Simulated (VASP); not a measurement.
Write the native input for VASP 6.6.1 that does the following.

```
Task                   : single point
Functional             : LDA
Potentials or basis    : VASP PAW LDA potentials, release 64 (Pd)
Cutoff                 : 520 eV
k mesh                 : 14 × 14 × 14
Occupations            : gaussian, width 0.6 eV
Spin                   : no spin polarisation
Dipole correction      : no
Further INCAR settings : ALGO = Normal; EDIFF = 1e-06; NBANDS = 11
```

The structure of Pd lies in POSCAR:

```
Pd
1.0
    0.0000000000      1.9211411165      1.9211411165
    1.9211411165      0.0000000000      1.9211411165
    1.9211411165      1.9211411165      0.0000000000
Pd
1
Direct
    0.0000000000      0.0000000000      0.0000000000
```

One way to write it, as run:

INCAR

```
PREC = Accurate
ENCUT = 520
EDIFF = 1E-6
ISMEAR = 0
SIGMA = 0.6
LREAL = False
LASPH = True
NELM = 60
ALGO = Normal
ISIF = 2
LWAVE = False
LCHARG = True
GGA = CA
LELF = True
LVHAR = True
NBANDS = 11
```

KPOINTS

```
Automatic mesh
0
Gamma
  14 14 14
```

Potentials or basis: VASP PAW LDA potentials, release 64 (Pd).

Command:

```sh
$ cat potpaw_LDA.64/Pd/POTCAR > POTCAR
$ mpirun -np 1 vasp_std > vasp.out
```

Results of the run:

```yaml
Pressure: 1.2 GPa
Band_gap_on_the_k_mesh: zero (band 5 reaches 10.60 eV, above the bottom of band 6 at 8.89 eV)
```

It took 8.1 s on 1 thread of Intel(R) Xeon(R) Platinum 8488C (Sapphire Rapids), on a shared host, peak memory 0.13 GiB.
